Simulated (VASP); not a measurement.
A run of VASP 6.6.1:

File INCAR:

```
PREC = Accurate ; ENCUT = 520
EDIFF = 1E-7 ; ISMEAR = -1
SIGMA = 0.05 ; LREAL = F
LASPH = T ; NELM = 100
ALGO = Normal ; ISIF = 2
LWAVE = F ; LCHARG = F
GGA = PE ; NBANDS = 30
```

Contents of KPOINTS:

```
Automatic mesh
0
Gamma
  6 6 6
```

POSCAR

```
In3As
1.0
    4.6252303258      0.0000000000      0.0000000000
    0.0000000000      4.6252303258      0.0000000000
    0.0000000000      0.0000000000      4.6252303258
In As
3 1
Direct
    0.5000000000      0.5000000000      0.0000000000
    0.5000000000      0.0000000000      0.5000000000
    0.0000000000      0.5000000000      0.5000000000
    0.0000000000      0.0000000000      0.0000000000
```

Potentials or basis: VASP PAW PBE potentials, release 64 (In_d, As).

Run with:

```bash
$ cat potpaw_PBE.64/In_d/POTCAR potpaw_PBE.64/As/POTCAR > POTCAR
$ mpirun -np 1 vasp_std > vasp.out
```

Hardware: 1 thread of AMD EPYC 7R43 64-Core Processor (Zen 3), with other jobs on the host.

Question: How long does it take, and how much memory?

Answer: It took 94 s on 1 thread of AMD EPYC 7R43 64-Core Processor (Zen 3), on a shared host, peak memory 0.19 GiB. Counts: scf iterations 15, k points 20.
